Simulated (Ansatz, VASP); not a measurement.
# MgO: VASP beside Ansatz

INCAR

```
  PREC = Accurate
  ENCUT = 520
  EDIFF = 1E-6
  ISMEAR = 0
  SIGMA = 0.05
  LREAL = False
  LASPH = True
  NELM = 60
  ALGO = Normal
  ISIF = 2
  LWAVE = False
  LCHARG = False
  GGA = PE
  NBANDS = 16
```

File KPOINTS:

```
regular mesh
0
Gamma
  9 9 6
```

Contents of POSCAR:

```
MgO
1.0
    3.4509000000      0.0000000000      0.0000000000
   -1.7254500000      2.9885670659      0.0000000000
    0.0000000000      0.0000000000      4.0274000000
Mg O
2 2
Direct
    0.6666666667      0.3333333333      0.7500000000
    0.3333333333      0.6666666667      0.2500000000
    0.6666666667      0.3333333333      0.2500000000
    0.3333333333      0.6666666667      0.7500000000
```

Input for Ansatz:

```yaml
crystal:
  lattice:
    - [3.4509, 0.0, 0.0]
    - [-1.72545, 2.9885670659, 0.0]
    - [0.0, 0.0, 4.0274]
  atoms:
    - { symbol: Mg, position: [0.6666666667, 0.3333333333, 0.75] }
    - { symbol: Mg, position: [0.3333333333, 0.6666666667, 0.25] }
    - { symbol: O, position: [0.6666666667, 0.3333333333, 0.25] }
    - { symbol: O, position: [0.3333333333, 0.6666666667, 0.75] }
basis:
  ecutwfc: 520.0
kpoints:
  mp_grid: { grid: [9, 9, 6] }
hamiltonian:
  xc: pbe
  pseudopotentials: { kind: paw, azcp: { folder: soft_1 } }
scf:
  occupations: { method: gaussian, width: 0.05 }
output:
  forces: true
  stress: true
  eigenvalues: true
```

Alike in both runs: task single point; functional PBE; k mesh 9 × 9 × 6; occupations gaussian, width 0.05 eV; no spin polarisation.

```csv
,VASP,Ansatz
version,VASP 6.6.1,Ansatz 0.2.0
potentials or method,"VASP PAW PBE potentials, release 64 (Mg, O), cutoff 520 eV","scalar-relativistic, plane waves, PAW"
valence electrons in the cell,16,32
```

VASP gave:

| Quantity | Value |
| --- | --- |
| gap on the k mesh at the Fermi level (eV) | 3.75 |
| least direct gap on the mesh (eV) | 3.75 |
| pressure (GPa) | 13.6 |
| traceless stress, the component that is largest in VASP (GPa) | 5.89 |

What did Ansatz give for the same quantities?

gap on the k mesh at the Fermi level (eV): 3.78; least direct gap on the mesh (eV): 3.78; pressure (GPa): 14.2; traceless stress, the component that is largest in VASP (GPa): 5.97.

VASP's potentials hold 16 valence electrons a cell and Ansatz's 32, so a difference there can come from the potentials and not from the codes.
